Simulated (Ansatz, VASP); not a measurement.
LiTi2Ga4: VASP beside Ansatz

File INCAR:

```
SYSTEM = LiTi2Ga4
PREC = Accurate
ENCUT = 600
EDIFF = 1E-6
ISMEAR = -1
SIGMA = 0.1
LREAL = .False.
LASPH = .True.
NELM = 100
ALGO = Normal
ISIF = 3
LWAVE = .False.
LCHARG = .False.
GGA = PE
IBRION = 2
NSW = 60
EDIFFG = -0.01
```

KPOINTS

```
Automatic mesh
0
Gamma
  4 4 4
  0 0 0
```

POSCAR

```
LiTi2Ga4
1.0
   -3.2629850000      3.2629850000      2.6660020000
    3.2629850000     -3.2629850000      2.6660020000
    3.2629850000      3.2629850000     -2.6660020000
Li Ga Ti
1 4 2
Direct
    0.0000000000      0.0000000000      0.0000000000
    0.3030000000      0.3030000000      0.6060000000
    0.3030000000      0.6970000000      0.0000000000
    0.6970000000      0.6970000000      0.3940000000
    0.6970000000      0.3030000000      0.0000000000
    0.7500000000      0.2500000000      0.5000000000
    0.2500000000      0.7500000000      0.5000000000
```

Input for Ansatz:

```yaml
crystal:
  lattice:
    - [-3.262985, 3.262985, 2.666002]
    - [3.262985, -3.262985, 2.666002]
    - [3.262985, 3.262985, -2.666002]
  atoms:
    - { symbol: Li, position: [0.0, 0.0, 0.0] }
    - { symbol: Ga, position: [0.303, 0.303, 0.606] }
    - { symbol: Ga, position: [0.303, 0.697, 0.0] }
    - { symbol: Ga, position: [0.697, 0.697, 0.394] }
    - { symbol: Ga, position: [0.697, 0.303, 0.0] }
    - { symbol: Ti, position: [0.75, 0.25, 0.5] }
    - { symbol: Ti, position: [0.25, 0.75, 0.5] }
  symmetry: { tolerance: 0.0003 }
kpoints:
  mp_grid: { grid: [4, 4, 4], shift: [0, 0, 0] }
magnetization:
  spin_polarized: false
scf:
  occupations: { method: fermi_dirac }
hamiltonian:
  pseudopotentials: { kind: paw }
  xc: pbe
basis:
  ecutwfc: 420
output:
  forces: true
  stress: true
  eigenvalues: true
relax:
  max_steps: 40
  cell: {}
```

Alike in both runs: task relaxation of cell and atoms; functional PBE; k mesh 4 × 4 × 4; no spin polarisation.

|  | VASP | Ansatz |
| --- | --- | --- |
| version | VASP 6.6.1 | Ansatz 0.2.0 |
| potentials or method | VASP PAW PBE potentials, release 64 (Li_sv, Ga_d, Ti_sv), cutoff 600 eV | PAW plane waves |
| occupations | fermi-dirac, width 0.1 eV | fermi-dirac |
| valence electrons in the cell | 79 | 79 |

|  | VASP | Ansatz | Ansatz less VASP |
| --- | --- | --- | --- |
| gap on the k mesh at the Fermi level, each at its own relaxed structure (eV) | none | none | - |
| relaxed volume (Å³/atom) | 17.14 | 17.14 | -0.009 |
| relaxed cell length with the largest relative difference (Å) | 5.440 | 5.438 | -0.0015 |

A gap of «none» marks a metal or a gap that the smearing closes.

The k mesh is coarse, so the values compare programs but aren't converged. Noted on VASP's run: the cutoff is short for stress, so the pressure is rough.
